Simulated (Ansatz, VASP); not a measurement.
**MgO in VASP and in Ansatz**

INCAR

```
SYSTEM = MgO
PREC = Accurate
ENCUT = 520
EDIFF = 1E-6
ISMEAR = 0
SIGMA = 0.01
LREAL = .FALSE.
LASPH = .TRUE.
NELM = 100
ALGO = Normal
ISIF = 2
LWAVE = .FALSE.
LCHARG = .FALSE.
GGA = PS
NBANDS = 16
```

File KPOINTS:

```
regular mesh
0
G
  12 12 4
  0 0 0
```

The input POSCAR:

```
MgO
1.0
    3.3077870000      0.0000000000      0.0000000000
   -1.6538930000      2.8646280000      0.0000000000
    0.0000000000      0.0000000000      4.9828820000
Mg O
2 2
Direct
    0.3333333333      0.6666666667      0.0021600000
    0.6666666667      0.3333333333      0.5021600000
    0.3333333333      0.6666666667      0.4024400000
    0.6666666667      0.3333333333      0.9024400000
```

Input for Ansatz:

```yaml
crystal:
  lattice:
    - [3.307787, 0.0, 0.0]
    - [-1.653893, 2.864628, 0.0]
    - [0.0, 0.0, 4.982882]
  atoms:
    - { symbol: Mg, position: [0.3333333333333333, 0.6666666666666666, 0.00216] }
    - { symbol: Mg, position: [0.6666666666666666, 0.3333333333333333, 0.50216] }
    - { symbol: O, position: [0.3333333333333333, 0.6666666666666666, 0.40244] }
    - { symbol: O, position: [0.6666666666666666, 0.3333333333333333, 0.90244] }
basis:
  ecutwfc: 420.0
kpoints:
  mp_grid:
    grid: [12, 12, 4]
hamiltonian:
  xc: pbesol
scf:
  occupations:
    method: fixed
output:
  eigenvalues: true
```

Alike in both runs: task single point; functional PBEsol; k mesh 12 × 12 × 4; no spin polarisation.

```csv
,VASP,Ansatz
version,VASP 6.6.1,Ansatz 0.2.0
potentials or method,"VASP PAW PBE potentials, release 64 (Mg, O), cutoff 520 eV","plane waves, PAW"
occupations,"gaussian, width 0.01 eV",fixed
valence electrons in the cell,16,32
```

```tsv
	VASP	Ansatz	Ansatz less VASP
gap on the k mesh at the Fermi level (eV)	3.34	3.34	+0.001
```

VASP's potentials were made for PBE, not for PBEsol. VASP's potentials hold 16 valence electrons a cell and Ansatz's 32, so a difference there can come from the potentials and not from the codes.
